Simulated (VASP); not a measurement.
AlGa2P3 (an interface model), 12 atoms in the cell. The cell holds layers of an interface, 12 atoms: a = 3.846 Å, b = 5.438 Å, c = 11.576 Å, α = 90.00°, β = 90.00°, γ = 90.00°. 

* Program: VASP 6.6.1
* Task: single point
* Functional: PBEsol
* Potentials or basis: VASP PAW PBE potentials, release 64 (Al, Ga_d, P)
* Cutoff: 400 eV
* k mesh: 4 × 3 × 1
* Occupations: fermi-dirac, width 0.05 eV
* Spin: collinear spin
* Starting moments: [0.333, 0.333, 0.333, 0.333, 0.333, 0.333, 0.333, 0.333, 0.333, 0.333, 0.333, 0.333] μB
* Dipole correction: no
* Further INCAR settings: ALGO = Normal; EDIFF = 1e-06; NBANDS = 60

Potentials or basis: VASP PAW PBE potentials, release 64 (Al, Ga_d, P).

Run with:

```bash
$ cat potpaw_PBE.64/Al/POTCAR potpaw_PBE.64/Ga_d/POTCAR potpaw_PBE.64/P/POTCAR > POTCAR
$ mpirun -np 1 vasp_std > vasp.out
```

Hardware: 1 thread of Intel(R) Xeon(R) Platinum 8259CL CPU @ 2.50GHz (Skylake/Cascade Lake), on a shared host.

Question: Estimate the wall time of this run.

Answer: Run time: 3 min on 1 thread of Intel(R) Xeon(R) Platinum 8259CL CPU @ 2.50GHz (Skylake/Cascade Lake) (shared host), peak memory 0.38 GiB. Counts: scf iterations 16, k points 7.
